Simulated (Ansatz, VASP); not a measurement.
# Two plane-wave programs on SiNi2

```
Si Ni
1.0
     3.86846    0.00000    0.00000
    -1.93423    3.35019    0.00000
     0.00000    0.00000    4.91699
Si Ni
2 4
Cartesian
  0.0000 2.2335 3.6877
  1.9342 1.1167 1.2292
  0.0000 0.0000 -0.0375
  0.0000 0.0000 2.4210
  0.0000 2.2335 1.1917
  1.9342 1.1167 3.6502
```

Change from the starting cell: all Ni atoms moved +0.037 Å, as atom 3 towards its neighbour atom 4 (Ni) at 2.458 Å.

Alike in both runs: task single point; functional PBEsol; k mesh 12 × 12 × 10; occupations gaussian, width 0.15 eV; no spin polarisation.

|  | VASP | Ansatz |
| --- | --- | --- |
| version | VASP 6.6.1 | Ansatz 0.2.0 |
| potentials or method | VASP PAW PBE potentials, release 64 (Si, Ni), cutoff 520 eV | scalar-relativistic, plane waves, PAW |
| valence electrons in the cell | 48 | 80 |

```tsv
	VASP	Ansatz	Ansatz less VASP
gap on the k mesh at the Fermi level (eV)	none	none	-
pressure (GPa)	0.4	0.1	-0.31
traceless stress, the component that is largest in VASP (GPa)	-0.03	0.13	+0.154
rms of the force components (eV/Å)	0.042	0.041	-0.0014
```

VASP's potentials were made for PBE, not for PBEsol. Atom by atom the forces differ by 0.001 eV/Å (rms over components). A gap of «none» marks a metal or a gap that the smearing closes. The functional is the same, so the differences come from potentials, cutoffs and numerics. VASP's potentials hold 48 valence electrons a cell and Ansatz's 80, so a difference there can come from the potentials and not from the codes.
